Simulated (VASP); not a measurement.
# SiO2 (P4_2nm) in VASP: notebook

Runs on SiO2. Level: PBE. Tasks: single point.

Program: VASP 6.6.1. These are calculated values, not measurements. Logs are shortened: lines on timing, memory, paths and dates and some standing lists are left out, and cuts for length are marked.

### 1 The cell of the first run

It takes space group P4_2nm (No. 102, tetragonal). Conventional cell: a = 4.236 Å, b = 4.236 Å, c = 2.690 Å, α = 90.00°, β = 90.00°, γ = 90.00°. Within 2.2 Å of Si (site symmetry 2mm) lie 6 O at 1.63 to 1.93 Å. Within 2.2 Å of O (site symmetry m) lie 3 Si at 1.63 to 1.93 Å.

### 2 Single point, PBE

Input file INCAR:

```
PREC     = Accurate       # precision mode
ENCUT    = 520            # plane-wave cutoff, eV
EDIFF    = 1E-7           # SCF threshold, eV
ISMEAR   = 0              # smearing method
SIGMA    = 0.05           # smearing width, eV
LREAL    = F              # projectors in reciprocal space
LASPH    = T              # aspherical terms in the spheres
NELM     = 60             # most SCF steps
ALGO     = Normal         # electronic algorithm
ISIF     = 2              # what is computed and relaxed
LWAVE    = F              # write WAVECAR
LCHARG   = T              # write CHGCAR
GGA      = PE             # functional
LELF     = T              # ELF
LVHAR    = T            
NBANDS   = 25             # bands
```

Input file KPOINTS:

```
regular mesh
0
Gamma
  6 6 8
```

Input file POSCAR:

```
SiO2
1.0
    4.2361165246      0.0000000000      0.0000000000
    0.0000000000      4.2361165246      0.0000000000
    0.0000000000      0.0000000000      2.6904781099
Si O
2 4
Direct
    0.5000000000      0.5000000000      0.5743362302
    0.0000000000      0.0000000000      0.0743362302
    0.6930152168      0.6930152168      0.0000000000
    0.1930152168      0.8069847832      0.5000000000
    0.3069847832      0.3069847832      0.0000000000
    0.8069847832      0.1930152168      0.5000000000
```

Potentials or basis: VASP PAW PBE potentials, release 64 (Si, O).

Started as:

```
> cat potpaw_PBE.64/Si/POTCAR potpaw_PBE.64/O/POTCAR > POTCAR
> mpirun -np 1 vasp_std > vasp.out
```

OUTCAR:

```text
PREC = Accurate
   ENCUT = 520
   EDIFF = 1E-7
   ISMEAR = 0
   LREAL = F
   LASPH = T
   NELM = 60
   ISIF = 2
   GGA = PE

 ion  position               nearest neighbor table
   1  0.500  0.500  0.574-   3 1.63   5 1.63   4 1.85   6 1.85   3 1.93   5 1.93
   2  0.000  0.000  0.074-   4 1.63   6 1.63   5 1.85   3 1.85   4 1.93   6 1.93
   3  0.693  0.693  0.000-   1 1.63   2 1.85   1 1.93
   4  0.193  0.807  0.500-   2 1.63   1 1.85   2 1.93
   5  0.307  0.307  0.000-   1 1.63   2 1.85   1 1.93
   6  0.807  0.193  0.500-   2 1.63   1 1.85   2 1.93

  LATTYP: Found a simple tetragonal cell.
 ALAT       =     4.2361165246
 C/A-ratio  =     0.6351284471

  Lattice vectors:

 A1 = (   4.2361165246,   0.0000000000,   0.0000000000)
 A2 = (   0.0000000000,   4.2361165246,   0.0000000000)
 A3 = (   0.0000000000,   0.0000000000,   2.6904781099)

Analysis of symmetry for initial positions (statically):
=====================================================================
 Subroutine PRICEL returns:
 Original cell was already a primitive cell.

 Routine SETGRP: Setting up the symmetry group for a
 simple tetragonal supercell.

 Subroutine GETGRP returns: Found  8 space group operations
 (whereof  4 operations were pure point group operations)
 out of a pool of 16 trial point group operations.

The static configuration has the point symmetry C_2v.
 The point group associated with its full space group is C_4v.

Analysis of symmetry for dynamics (positions and initial velocities):
=====================================================================
 Subroutine PRICEL returns:
 Original cell was already a primitive cell.

 Routine SETGRP: Setting up the symmetry group for a
 simple tetragonal supercell.

 Subroutine GETGRP returns: Found  8 space group operations
 (whereof  4 operations were pure point group operations)
 out of a pool of 16 trial point group operations.

The dynamic configuration has the point symmetry C_2v.
 The point group associated with its full space group is C_4v.

 Subroutine INISYM returns: Found  8 space group operations
 (whereof  4 operations are pure point group operations),
 and found     1 'primitive' translations

----------------------------------------------------------------------------------------

                                     Primitive cell

  volume of cell :      48.2798

  direct lattice vectors                    reciprocal lattice vectors
     4.236116525  0.000000000  0.000000000     0.236065272  0.000000000  0.000000000
     0.000000000  4.236116525  0.000000000     0.000000000  0.236065272  0.000000000
     0.000000000  0.000000000  2.690478110     0.000000000  0.000000000  0.371681151

  length of vectors
     4.236116525  4.236116525  2.690478110     0.236065272  0.236065272  0.371681151

  position of ions in fractional coordinates (direct lattice)
     0.500000000  0.500000000  0.574336230
     0.000000000  0.000000000  0.074336230
     0.693015217  0.693015217  0.000000000
     0.193015217  0.806984783  0.500000000
     0.306984783  0.306984783  0.000000000
     0.806984783  0.193015217  0.500000000

  ion indices of the primitive-cell ions
   primitive index   ion index
                 1           1
                 2           2
                 3           3
                 4           4
                 5           5
                 6           6

----------------------------------------------------------------------------------------

 KPOINTS: regular mesh

Automatic generation of k-mesh.
 Grid dimensions read from file:
 generate k-points for:    6    6    8

 Generating k-lattice:

  Cartesian coordinates                     Fractional coordinates (reciprocal lattice)
     0.039344212  0.000000000  0.000000000     0.166666667  0.000000000  0.000000000
     0.000000000  0.039344212  0.000000000     0.000000000  0.166666667  0.000000000
     0.000000000  0.000000000  0.046460144     0.000000000  0.000000000  0.125000000

  Length of vectors
     0.039344212  0.039344212  0.046460144

  Shift w.r.t. Gamma in fractional coordinates (k-lattice)
     0.000000000  0.000000000  0.000000000

 Subroutine IBZKPT returns following result:
 ===========================================

 Found     50 irreducible k-points:

 Following reciprocal coordinates:
            Coordinates               Weight
  0.000000  0.000000  0.000000      1.000000
  0.166667  0.000000  0.000000      4.000000
  0.333333  0.000000  0.000000      4.000000
  0.500000  0.000000  0.000000      2.000000
  0.166667  0.166667  0.000000      4.000000
  0.333333  0.166667  0.000000      8.000000
[... 16 lines left out ...]
  0.333333  0.000000  0.250000      8.000000
  0.500000  0.000000  0.250000      4.000000
 [... further k-points ...]
   k-points           NKPTS =     50   k-points in BZ     NKDIM =     50   number of bands    NBANDS=     25
   number of dos      NEDOS =    301   number of ions     NIONS =      6
   total plane-waves  NPLWV =  20480
   dimension x,y,z NGX =    32 NGY =   32 NGZ =   20
   dimension x,y,z NGXF=    64 NGYF=   64 NGZF=   40
   ions per type =               2   4
   NGX,Y,Z   is equivalent  to a cutoff of  12.56, 12.56, 12.36 a.u.
   NGXF,Y,Z  is equivalent  to a cutoff of  25.12, 25.12, 24.72 a.u.
 SYSTEM =  unknown system
   PREC   = accura    normal or accurate (medium, high low for compatibility)
   ISTART =      0    job   : 0-new  1-cont  2-samecut
   ICHARG =      2    charge: 1-file 2-atom 10-const
   ISPIN  =      1    spin polarized calculation?
   LNONCOLLINEAR =      F non collinear calculations
   LSORBIT =      F    spin-orbit coupling
   LASPH  =      T    aspherical Exc in radial PAW
   ENCUT  =  520.0 eV  38.22 Ry    6.18 a.u.   7.88  7.88  5.00*2*pi/ulx,y,z
   NELM   =     60;   NELMIN=  2; NELMDL= -5     # of ELM steps
   EDIFF  = 0.1E-06   stopping-criterion for ELM
   LREAL  =      F    real-space projection
   EDIFFG = 0.1E-05   stopping-criterion for IOM
   NSW    =      0    number of steps for IOM
   IBRION =     -1    ionic relax: 0-MD 1-quasi-New 2-CG
   NFREE  =      0    steps in history (QN), initial steepest desc. (CG)
   ISIF   =      2    stress and relaxation
   ISYM   =      2    0-nonsym 1-usesym 2-fastsym
   POTIM  = 0.5000    time-step for ionic-motion
   TEBEG  =    0.0;   TEEND  =   0.0 temperature during run
   PSTRESS=    0.0 pullay stress
   NELECT =      32.0000    total number of electrons
   NUPDOWN=      -1.0000    fix difference up-down
   EMIN   =  10.00;   EMAX   =-10.00  energy-range for DOS
   EFERMI =   0.00;   METHOD = LEGACY
   ISMEAR =     0;   SIGMA  =   0.05  broadening in eV -4-tet -1-fermi 0-gaus
   EFERMI_NEDOS =   21; number of points for ismear=-14 and -15
   IALGO  =     38    algorithm
   IMIX   =      4    mixing-type and parameters
     AMIX     =   0.40;   BMIX     =  1.00
     AMIX_MAG =   1.60;   BMIX_MAG =  1.00
  volume/ion in A,a.u.               =       8.05        54.30
  Fermi-wavevector in a.u.,A,eV,Ry     =   1.427369  2.697337 27.720287  2.037384
  Thomas-Fermi vector in A             =   2.547546
   LORBIT       =      0    0 simple, 1 ext, 2 COOP (PROOUT), +10 PAW based schemes
   GGA     = PE    functional components
   LHFCALC =     F    Hartree Fock is set to
   AEXX    =    0.0000 exact exchange contribution
   IVDW    =     0    specifies the selected vdW correction
   LEPSILON=     F    determine dielectric tensor
   LRPA    =     F    only Hartree local field effects (RPA)
 non-spin polarized calculation
 Gauss-broadening in eV      SIGMA  =   0.05
  energy-cutoff  :      520.00
  volume of cell :       48.28
 maximum number of plane-waves:      1336
 NGX is ok and might be reduce to    32
   NGX = 15   NGY = 15   NGZ = 11

 number of electron      31.9999991 magnetization

 Free energy of the ion-electron system (eV)
  ---------------------------------------------------
  ext. energy  EPLUGINS =         0.00000000
  ---------------------------------------------------
  free energy    TOTEN  =       -45.41098350 eV

  energy without entropy =      -45.41098350  energy(sigma->0) =      -45.41098350

 E-fermi :   7.9169     XC(G=0): -12.0617

 val. band max:        7.6198087925   @ k =   0.0000   0.0000   0.0000
 cond. band min:      12.4331943525   @ k =   0.0000   0.0000   0.0000
 fundamental gap:      4.8133855600
 Fermi energy:         7.9168815381

 k-point     1 :       0.0000    0.0000    0.0000
  band No.  band energies     occupation
      1     -14.5618      2.00000
      2     -11.1435      2.00000
      3     -11.1435      2.00000
      4     -11.0345      2.00000
      5      -2.8368      2.00000
      6       1.2667      2.00000
[... 17 lines left out ...]
     24      21.2447      0.00000
     25      22.6079      0.00000

 k-point     2 :       0.1667    0.0000    0.0000
  band No.  band energies     occupation
      1     -14.4253      2.00000
      2     -11.7956      2.00000
      3     -11.0781      2.00000
      4     -10.6597      2.00000
      5      -2.6540      2.00000
      6       0.5968      2.00000
[... 17 lines left out ...]
     24      21.1685      0.00000
     25      22.3849      0.00000

 k-point     3 :       0.3333    0.0000    0.0000
  band No.  band energies     occupation
      1     -14.0262      2.00000
      2     -12.6186      2.00000
      3     -10.9035      2.00000
      4     -10.5597      2.00000
      5      -2.1511      2.00000
      6      -0.4453      2.00000
[... 17 lines left out ...]
     24      21.7884      0.00000
     25      21.8631      0.00000

 k-point     4 :       0.5000    0.0000    0.0000
  band No.  band energies     occupation
      1     -13.4011      2.00000
      2     -13.4011      2.00000
      3     -10.6905      2.00000
      4     -10.6905      2.00000
      5      -1.3973      2.00000
      6      -1.3973      2.00000
[... 17 lines left out ...]
     24      21.1389      0.00000
     25      22.4490      0.00000

 k-point     5 :       0.1667    0.1667    0.0000
  band No.  band energies     occupation
      1     -14.2924      2.00000
      2     -11.9787      2.00000
      3     -11.2254      2.00000
      4     -10.5600      2.00000
      5      -2.4491      2.00000
      6       0.5130      2.00000
[... 17 lines left out ...]
     24      20.9292      0.00000
     25      22.2835      0.00000

 k-point     6 :       0.3333    0.1667    0.0000
  band No.  band energies     occupation
      1     -13.9065      2.00000
      2     -12.5954      2.00000
      3     -11.1266      2.00000
      4     -10.6203      2.00000
      5      -1.9019      2.00000
      6      -0.2378      2.00000
[... 17 lines left out ...]
     24      21.4203      0.00000
     25      21.9706      0.00000
[... 393 lines left out ...]
 k-point    21 :       0.0000    0.0000    0.2500
  band No.  band energies     occupation
      1     -13.7998      2.00000
      2     -11.0344      2.00000
      3     -10.7919      2.00000
      4     -10.7919      2.00000
      5      -2.6072      2.00000
      6       1.2083      2.00000
[... 17 lines left out ...]
     24      21.4998      0.00000
     25      21.6791      0.00000

 k-point    22 :       0.1667    0.0000    0.2500
  band No.  band energies     occupation
      1     -13.6764      2.00000
      2     -11.4551      2.00000
      3     -10.7525      2.00000
      4     -10.5893      2.00000
      5      -2.3611      2.00000
      6       0.6677      2.00000
[... 17 lines left out ...]
     24      21.3342      0.00000
     25      21.8151      0.00000

 k-point    23 :       0.3333    0.0000    0.2500
  band No.  band energies     occupation
      1     -13.3191      2.00000
      2     -12.1081      2.00000
      3     -10.6530      2.00000
      4     -10.4983      2.00000
      5      -1.7158      2.00000
      6      -0.0840      2.00000
[... 17 lines left out ...]
     24      20.6436      0.00000
     25      21.3980      0.00000

 k-point    24 :       0.5000    0.0000    0.2500
  band No.  band energies     occupation
      1     -12.7701      2.00000
      2     -12.7701      2.00000
      3     -10.5441      2.00000
      4     -10.5441      2.00000
      5      -0.8848      2.00000
      6      -0.8848      2.00000
[... 17 lines left out ...]
     24      20.7160      0.00000
     25      21.3563      0.00000

 [... further k-points ...]

------------------------ aborting loop because EDIFF is reached ----------------------------------------

  FORCE on cell =-STRESS in cart. coord.  units (eV):
  Direction    XX          YY          ZZ          XY          YZ          ZX
  --------------------------------------------------------------------------------------
  -------------------------------------------------------------------------------------
  Total        2.5916292      2.5916292      4.3647507      0.0000000      0.0000000      0.0000000
  in kB       86.0039074     86.0039074    144.8454202      0.0000000      0.0000000      0.0000000
  external PRESSURE =     105.6177450 kB  Pullay stress =       0.0000000 kB

 VOLUME and BASIS-vectors are now :
 -----------------------------------------------------------------------------
  energy-cutoff  :      520.00
  volume of cell :       48.28
      direct lattice vectors                 reciprocal lattice vectors
     4.236116525  0.000000000  0.000000000     0.236065272  0.000000000  0.000000000
     0.000000000  4.236116525  0.000000000     0.000000000  0.236065272  0.000000000
     0.000000000  0.000000000  2.690478110     0.000000000  0.000000000  0.371681151

 POSITION                                       TOTAL-FORCE (eV/Angst)
 -----------------------------------------------------------------------------------
      2.11806      2.11806      1.54524         0.000000      0.000000     -4.645886
      0.00000      0.00000      0.20000         0.000000      0.000000     -4.645886
      2.93569      2.93569      0.00000         0.934234      0.934234      2.322943
      0.81763      3.41848      1.34524         0.934234     -0.934234      2.322943
      1.30042      1.30042      0.00000        -0.934234     -0.934234      2.322943
      3.41848      0.81763      1.34524        -0.934234      0.934234      2.322943
 -----------------------------------------------------------------------------------
    total drift:                               -0.000000      0.000000      0.000110

  FREE ENERGIE OF THE ION-ELECTRON SYSTEM (eV)
  ---------------------------------------------------
  free  energy   TOTEN  =       -45.4109834972 eV

  energy  without entropy=      -45.4109834972  energy(sigma->0) =      -45.41098350
```

It took 54 s on 1 thread of Intel Xeon 8259CL, shared host; peak memory 0.18 GiB.

Results:

* Free energy: -45.4110 eV
* Pressure: 10.6 GPa
* Largest force: 4.646 eV/Å
* Band gap on the k mesh: 4.81 eV

Forces on the atoms (eV/Å):
```
Si   0.000  0.000 -4.646
Si   0.000  0.000 -4.646
O    0.934  0.934  2.323
O    0.934 -0.934  2.323
O   -0.934 -0.934  2.323
O   -0.934  0.934  2.323
```

Stress tensor (GPa, compression positive):
```
 8.60  0.00  0.00
 0.00  8.60  0.00
 0.00  0.00 14.48
```

Levels at points of the mesh, in eV from the valence-band top:
| k point | band 13 | band 14 | band 15 | band 16 | band 17 | band 18 | band 19 | band 20 |
| --- | --- | --- | --- | --- | --- | --- | --- | --- |
| (0.00, 0.00, 0.00) | -2.29 | -0.83 | -0.83 | 0.00 | 4.81 | 6.19 | 8.35 | 8.35 |
| (0.50, 0.00, 0.00) | -2.22 | -2.22 | -1.04 | -1.04 | 6.93 | 6.93 | 8.89 | 8.89 |
| (0.50, 0.50, 0.00) | -2.29 | -2.29 | -2.15 | -2.15 | 6.54 | 6.54 | 9.78 | 9.78 |
| (0.00, 0.00, 0.50) | -2.85 | -2.85 | -2.57 | -2.57 | 8.32 | 8.32 | 12.08 | 12.08 |
| (0.50, 0.00, 0.50) | -2.15 | -2.15 | -1.64 | -1.64 | 8.24 | 8.24 | 9.60 | 9.60 |
| (0.50, 0.50, 0.50) | -1.68 | -1.68 | -1.61 | -1.32 | 6.42 | 7.00 | 10.63 | 10.63 |

Caveat: the cell differs from its parent crystal (all Si atoms moved -0.200 Å, as atom 1 towards its neighbour atom 1 (Si) at 2.690 Å); the cell stands under pressure; forces of over 1 eV/Å act on the atoms, so gaps and moduli don't describe the material at rest. A k mesh can miss the band edges.

[end of part 1 of 2]
